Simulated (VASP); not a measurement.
# Br (I4/mmm) in VASP: a series of runs, part 2 of 2

VASP 6.6.1.

## Step 4: Single point, PBE+D3(BJ)

This run uses another cell than the first one, of 24.68 Å³/atom.

Contents of INCAR:

```
SYSTEM = Br
PREC = Accurate
ENCUT = 520
EDIFF = 1E-7
ISMEAR = 0
SIGMA = 0.15
LREAL = .False.
LASPH = .True.
NELM = 80
ALGO = Normal
ISIF = 2
LWAVE = .False.
LCHARG = .False.
GGA = PE
IVDW = 12
NBANDS = 10
```

Contents of KPOINTS:

```
regular mesh
0
Gamma
  22 22 22
  0 0 0
```

Contents of POSCAR:

```
Br
1.0
   -1.3505500000      1.3505500000      3.3826500000
    1.3505500000     -1.3505500000      3.3826500000
    1.3505500000      1.3505500000     -3.3826500000
Br
1
Direct
    0.0000000000      0.0000000000      0.0000000000
```

Potentials or basis: VASP PAW PBE potentials, release 64 (Br).

The run is started by

```
$ cat potpaw_PBE.64/Br/POTCAR > POTCAR
$ mpirun -np 1 vasp_std > vasp.out
```

OUTCAR:

```text
SYSTEM = Br
   PREC = Accurate
   ENCUT = 520
   EDIFF = 1E-7
   ISMEAR = 0
   LREAL = .False.
   LASPH = .True.
   NELM = 80
   ISIF = 2
   GGA = PE
   IVDW = 12
 IVDW          = 12

 ion  position               nearest neighbor table
   1  0.000  0.000  0.000-

  LATTYP: Found a body centered tetragonal cell.
 ALAT       =     2.7011000000
 C/A-ratio  =     2.5046462552

  Lattice vectors:

 A1 = (  -1.3505500000,   1.3505500000,   3.3826500000)
 A2 = (   1.3505500000,  -1.3505500000,   3.3826500000)
 A3 = (   1.3505500000,   1.3505500000,  -3.3826500000)

Analysis of symmetry for initial positions (statically):
=====================================================================
 Subroutine PRICEL returns:
 Original cell was already a primitive cell.

 Routine SETGRP: Setting up the symmetry group for a
 body centered tetragonal supercell.

 Subroutine GETGRP returns: Found 16 space group operations
 (whereof 16 operations were pure point group operations)
 out of a pool of 16 trial point group operations.

The static configuration has the point symmetry D_4h.

Analysis of symmetry for dynamics (positions and initial velocities):
=====================================================================
 Subroutine PRICEL returns:
 Original cell was already a primitive cell.

 Routine SETGRP: Setting up the symmetry group for a
 body centered tetragonal supercell.

 Subroutine GETGRP returns: Found 16 space group operations
 (whereof 16 operations were pure point group operations)
 out of a pool of 16 trial point group operations.

The dynamic configuration has the point symmetry D_4h.

 Subroutine INISYM returns: Found 16 space group operations
 (whereof 16 operations are pure point group operations),
 and found     1 'primitive' translations

----------------------------------------------------------------------------------------

                                     Primitive cell
[... 113 lines left out ...]
   LORBIT       =      0    0 simple, 1 ext, 2 COOP (PROOUT), +10 PAW based schemes
   GGA     = PE    functional components
   LHFCALC =     F    Hartree Fock is set to
   AEXX    =    0.0000 exact exchange contribution
   IVDW    =    12    specifies the selected vdW correction
   LEPSILON=     F    determine dielectric tensor
   LRPA    =     F    only Hartree local field effects (RPA)
 non-spin polarized calculation
 Gauss-broadening in eV      SIGMA  =   0.15
  energy-cutoff  :      520.00
  volume of cell :       24.68
 maximum number of plane-waves:       681
 NGX is ok and might be reduce to    30
   NGX = 15   NGY = 15   NGZ = 15

 number of electron       6.9999999 magnetization

 Free energy of the ion-electron system (eV)
  ---------------------------------------------------
  ext. energy  EPLUGINS =         0.00000000
  ---------------------------------------------------
  free energy    TOTEN  =        -1.30932466 eV

  energy without entropy =       -1.30489067  energy(sigma->0) =       -1.30710767

 E-fermi :   3.3827     XC(G=0):  -9.3849

 val. band max:        3.3801216547   @ k =  -0.4545  -0.4545   0.3636
 cond. band min:       3.3830572233   @ k =  -0.1818  -0.2727   0.1818
 fundamental gap:      0.0029355686
 Fermi energy:         3.3827042478

 k-point     1 :       0.0000    0.0000    0.0000
  band No.  band energies     occupation
      1     -14.2482      2.00000
      2       0.3927      2.00000
      3       4.5640      0.00000
      4       4.5640      0.00000
      5       8.3451      0.00000
      6      12.8187      0.00000
      7      14.1184      0.00000
      8      19.5618      0.00000
      9      19.5618      0.00000
     10      20.2975      0.00000
[... 287 lines left out ...]
 k-point    24 :      -0.4545    0.0455    0.0000
  band No.  band energies     occupation
      1     -12.0015      2.00000
      2      -3.7378      2.00000
      3       0.8764      2.00000
      4       5.4815      0.00000
      5       9.0058      0.00000
      6      15.5518      0.00000
      7      16.0056      0.00000
      8      17.9727      0.00000
      9      20.0147      0.00000
     10      21.8263      0.00000

 [... further k-points ...]

------------------------ aborting loop because EDIFF is reached ----------------------------------------

 Edisp (eV)   -0.29661

 E8    (eV) :    -0.1176

  FORCE on cell =-STRESS in cart. coord.  units (eV):
  Direction    XX          YY          ZZ          XY          YZ          ZX
  --------------------------------------------------------------------------------------
  -------------------------------------------------------------------------------------
  Total       1.82027     1.82027     0.18312     0.00000     0.00000     0.00000
  in kB     118.16999   118.16999    11.88773     0.00000     0.00000     0.00000
  external pressure =       82.74 kB  Pullay stress =        0.00 kB

 VOLUME and BASIS-vectors are now :
 -----------------------------------------------------------------------------
  energy-cutoff  :      520.00
  volume of cell :       24.68
      direct lattice vectors                 reciprocal lattice vectors
    -1.350550000  1.350550000  3.382650000     0.000000000  0.370219540  0.147813105
     1.350550000 -1.350550000  3.382650000     0.370219540  0.000000000  0.147813105
     1.350550000  1.350550000 -3.382650000     0.370219540  0.370219540  0.000000000

 POSITION                                       TOTAL-FORCE (eV/Angst)
 -----------------------------------------------------------------------------------
      0.00000      0.00000      0.00000         0.000000      0.000000      0.000000
 -----------------------------------------------------------------------------------
    total drift:                               -0.000000      0.000000     -0.000000

  FREE ENERGIE OF THE ION-ELECTRON SYSTEM (eV)
  ---------------------------------------------------
  free  energy   TOTEN  =        -1.6059368767 eV

  energy  without entropy=       -1.6015028891  energy(sigma->0) =       -1.60371988
```

It took 3.6 min on 1 thread of Intel Xeon Platinum 8259CL at 2.50GHz (Skylake/Cascade Lake), shared host; peak memory 0.33 GiB.

Results:

```
Free energy                : -1.6059 eV
Pressure                   : 8.3 GPa
Band gap on the k mesh     : zero (an odd number of electrons rules out a gap without spin polarisation)
Dispersion energy per atom : -0.297 eV
```

Stress tensor (GPa, compression positive):
```
11.82  0.00  0.00
 0.00 11.82  0.00
 0.00  0.00  1.19
```

Caveat: the cell stands under pressure; an odd number of electrons without spin polarisation forces a metal; a magnetic or distorted state may lie lower.

## Step 5: Single point, PBE+D3(BJ)

This run uses another cell than the first one, of 24.59 Å³/atom.

Contents of INCAR:

```
  ALGO = Normal
  EDIFF = 1E-6
  ENCUT = 520
  GGA = PE
  ISIF = 2
  ISMEAR = 0
  IVDW = 12
  LASPH = T
  LCHARG = F
  LREAL = F
  LWAVE = F
  NBANDS = 10
  NELM = 100
  PREC = Accurate
  SIGMA = 0.15
```

Contents of KPOINTS:

```
k-points
0
Gamma
  22 22 22
```

Contents of POSCAR:

```
Br
1.0
   -1.4216501623      1.4216501623      3.0415500000
    1.4216501623     -1.4216501623      3.0415500000
    1.4216501623      1.4216501623     -3.0415500000
Br
1
Direct
    0.0000000000      0.0000000000      0.0000000000
```

The run is started by

```
$ cat potpaw_PBE.64/Br/POTCAR > POTCAR
$ mpirun -np 1 vasp_std > vasp.out
```

Run time: 2.4 min. Hardware: 1 thread of Intel Xeon Platinum 8259CL at 2.50GHz (Skylake/Cascade Lake), shared host; peak memory 0.32 GiB.

It converged, with:

```yaml
Free_energy: -1.6353 eV
Pressure: 2.2 GPa
Band_gap_on_the_k_mesh: zero (an odd number of electrons rules out a gap without spin polarisation)
Dispersion_energy_per_atom: -0.301 eV
```

Stress tensor (GPa, compression positive):
```
0.22 0.00 0.00
0.00 0.22 0.00
0.00 0.00 6.20
```

Levels at points of the mesh, in eV from the Fermi level:
| k point | band 2 | band 3 | band 4 | band 5 | band 6 | band 7 |
| --- | --- | --- | --- | --- | --- | --- |
| (0.00, 0.00, 0.00) | -1.13 | 1.13 | 1.13 | 6.85 | 10.21 | 11.12 |
| (0.50, 0.00, 0.00) | -6.05 | -1.71 | 1.85 | 6.46 | 11.97 | 14.83 |
| (0.50, 0.50, 0.00) | -4.81 | -3.97 | -0.75 | 5.28 | 7.58 | 14.84 |
| (0.50, 0.50, 0.50) | -5.27 | 0.59 | 0.59 | 8.76 | 8.87 | 15.31 |

Caveat: an odd number of electrons without spin polarisation forces a metal; a magnetic or distorted state may lie lower.

## Step 6: Single point, PBE+D3(BJ)

This run uses another cell than the first one, of 25.11 Å³/atom.

Contents of INCAR:

```
SYSTEM = Br
ALGO = Normal ; EDIFF = 1E-6
ENCUT = 520 ; GGA = PE
ISIF = 2 ; ISMEAR = 0
IVDW = 12 ; LASPH = .TRUE.
LCHARG = .TRUE. ; LELF = .TRUE.
LREAL = .FALSE. ; LVHAR = .TRUE.
LWAVE = .FALSE. ; NBANDS = 10
NELM = 80 ; PREC = Accurate
SIGMA = 0.15
```

Contents of KPOINTS:

```
k-points
0
G
  22 22 22
  0 0 0
```

Contents of POSCAR:

```
Br
1.0
   -1.3979500000      1.3979500000      3.2121000000
    1.3979500000     -1.3979500000      3.2121000000
    1.3979500000      1.3979500000     -3.2121000000
Br
1
Direct
    0.0000000000      0.0000000000      0.0000000000
```

Potentials or basis: VASP PAW PBE potentials, release 64 (Br).

The run is started by

```
$ cat potpaw_PBE.64/Br/POTCAR > POTCAR
$ mpirun -np 1 vasp_std > vasp.out
```

It took 2.6 min on 1 thread of Intel Xeon Platinum 8259CL at 2.50GHz (Skylake/Cascade Lake), shared host; peak memory 0.33 GiB.

Results (log left out):

```yaml
Free_energy: -1.6661 eV
Pressure: 3.2 GPa
Band_gap_on_the_k_mesh: zero (an odd number of electrons rules out a gap without spin polarisation)
Dispersion_energy_per_atom: -0.294 eV
```

Levels at points of the mesh, in eV from the Fermi level:
| k point | band 1 | band 2 | band 3 | band 4 | band 5 | band 6 | band 7 | band 8 |
| --- | --- | --- | --- | --- | --- | --- | --- | --- |
| (0.00, 0.00, 0.00) | -16.85 | -1.89 | 1.10 | 1.10 | 6.03 | 9.88 | 10.78 | 15.55 |
| (0.50, 0.00, 0.00) | -14.86 | -6.40 | -2.04 | 2.00 | 6.09 | 12.10 | 14.26 | 15.06 |
| (0.50, 0.50, 0.00) | -13.17 | -5.01 | -4.42 | -0.79 | 5.03 | 7.67 | 13.69 | 14.61 |
| (0.50, 0.50, 0.50) | -16.31 | -5.37 | 0.73 | 0.73 | 8.93 | 9.11 | 14.05 | 20.14 |

Caveat: the cell stands under pressure; an odd number of electrons without spin polarisation forces a metal; a magnetic or distorted state may lie lower.

## Step 7: The runs side by side

| cell | gap on the mesh (eV) | pressure (GPa) |
| --- | --- | --- |
| a = 3.628 Å, angles 134.7, 134.7, 66.0°, 1 atom | none | 4.6 |
| a = 3.754 Å, angles 137.1, 137.1, 62.4°, 1 atom | none | 6.0 |
| a = 3.885 Å, angles 139.3, 139.3, 58.9°, 1 atom | none | 8.3 |
| a = 3.646 Å, angles 134.1, 134.1, 66.9°, 1 atom | none | 2.2 |
| a = 3.772 Å, angles 136.5, 136.5, 63.2°, 1 atom | none | 3.2 |

Alike in all rows: task single point; level PBE+D3(BJ); potentials or basis VASP PAW PBE potentials, release 64 (Br); no spin polarisation; k mesh 22 × 22 × 22; cutoff (eV) 520; smearing gaussian 0.15 eV.

Caveats: an odd number of electrons without spin polarisation forces a metal; a magnetic or distorted state may lie lower; the cell stands under pressure (at least some runs).

Total energies depend on the potentials used, so only differences within one code and one set of settings carry meaning.
